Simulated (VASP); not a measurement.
## Ta: single point with PBE

Crystal: Ta.

```
CELL_PARAMETERS angstrom
2.90392 0.00000 0.00000
-1.45196 2.51487 0.00000
0.00000 0.00000 5.13090
ATOMIC_POSITIONS crystal
Ta 0.33333 0.66667 0.25000
Ta 0.66667 0.33333 0.75000
```

| Property | Result |
| --- | --- |
| Program | VASP 6.6.1 |
| Task | single point |
| Functional | PBE |
| Potentials or basis | VASP PAW PBE potentials, release 64 (Ta_pv) |
| Cutoff | 520 eV |
| k mesh | 13 × 13 × 7 |
| Occupations | gaussian, width 0.05 eV |
| Spin | no spin polarisation |

| Quantity | Value |
| --- | --- |
| Pressure | 0.1 GPa |
| Band gap on the k mesh | zero (band 11 reaches 6.66 eV, above the bottom of band 12 at 5.03 eV) |

Levels at points of the mesh, in eV from the Fermi level:
```tsv
k point	band 8	band 9	band 10	band 11	band 12	band 13	band 14	band 15
(0.00, 0.00, 0.00)	-4.86	-0.45	-0.02	0.62	0.62	1.20	1.20	2.94
```

Run time: 44 s on 1 thread of Intel(R) Xeon(R) Platinum 8259CL CPU @ 2.50GHz (Skylake/Cascade Lake), on a shared host, peak memory 0.19 GiB.

Caveat: spin-orbit coupling is left out, which moves the levels of the heavy elements.
